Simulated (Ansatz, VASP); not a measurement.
# PtSe2: VASP beside Ansatz

INCAR

```
SYSTEM = PtSe2
PREC     = Accurate       ! precision mode
ENCUT    = 520            ! plane-wave cutoff, eV
EDIFF    = 1E-7           ! SCF threshold, eV
ISMEAR   = -1             ! smearing method
SIGMA    = 0.02           ! smearing width, eV
LREAL    = .FALSE.        ! projectors in reciprocal space
LASPH    = .TRUE.         ! aspherical terms in the spheres
NELM     = 80             ! most SCF steps
ALGO     = Normal         ! electronic algorithm
ISIF     = 2              ! what is computed and relaxed
LWAVE    = .FALSE.        ! write WAVECAR
LCHARG   = .FALSE.        ! write CHGCAR
GGA      = PE             ! functional
NBANDS   = 31             ! bands
```

Contents of KPOINTS:

```
regular mesh
0
G
  4 4 6
  0 0 0
```

POSCAR

```
PtSe2
1.0
    5.8008426971      0.0000000000      0.0000000000
    0.0000000000      5.8008426971      0.0000000000
    0.0000000000      0.0000000000      4.0086142545
Pt Se
2 4
Direct
    0.0000000000      0.0000000000      0.0000000000
    0.5000000000      0.5000000000      0.5000000000
    0.3100953199      0.3100953199      0.0000000000
    0.1899046801      0.8100953199      0.5000000000
    0.8100953199      0.1899046801      0.5000000000
    0.6899046801      0.6899046801      0.0000000000
```

Input for Ansatz:

```yaml
crystal:
  lattice:
    - [5.8008426971, 0.0, 0.0]
    - [0.0, 5.8008426971, 0.0]
    - [0.0, 0.0, 4.0086142545]
  atoms:
    - { symbol: Pt, position: [0.0, 0.0, 0.0] }
    - { symbol: Pt, position: [0.5, 0.5, 0.5] }
    - { symbol: Se, position: [0.3100953199, 0.3100953199, 0.0] }
    - { symbol: Se, position: [0.1899046801, 0.8100953199, 0.5] }
    - { symbol: Se, position: [0.8100953199, 0.1899046801, 0.5] }
    - { symbol: Se, position: [0.6899046801, 0.6899046801, 0.0] }
kpoints:
  mp_grid: { grid: [4, 4, 6] }
hamiltonian:
  xc: pbe
scf:
  occupations: { method: fermi_dirac, width: 0.02 }
  n_extra_bands: 5
output:
  forces: true
  stress: true
  eigenvalues: true
```

Alike in both runs: task single point; functional PBE; k mesh 4 × 4 × 6; occupations fermi-dirac, width 0.02 eV; no spin polarisation.

|  | VASP | Ansatz |
| --- | --- | --- |
| version | VASP 6.6.1 | Ansatz 0.2.0 |
| potentials or method | VASP PAW PBE potentials, release 64 (Pt, Se) | plane waves, PAW |
| plane-wave cutoff (eV) | 520 | 420 |
| valence electrons in the cell | 44 | 100 |

|  | VASP | Ansatz | Ansatz less VASP |
| --- | --- | --- | --- |
| pressure (GPa) | 0.0 | 0.0 | +0.04 |

VASP's potentials hold 44 valence electrons a cell and Ansatz's 100, so a difference there can come from the potentials and not from the codes.

Spin-orbit coupling is off throughout.
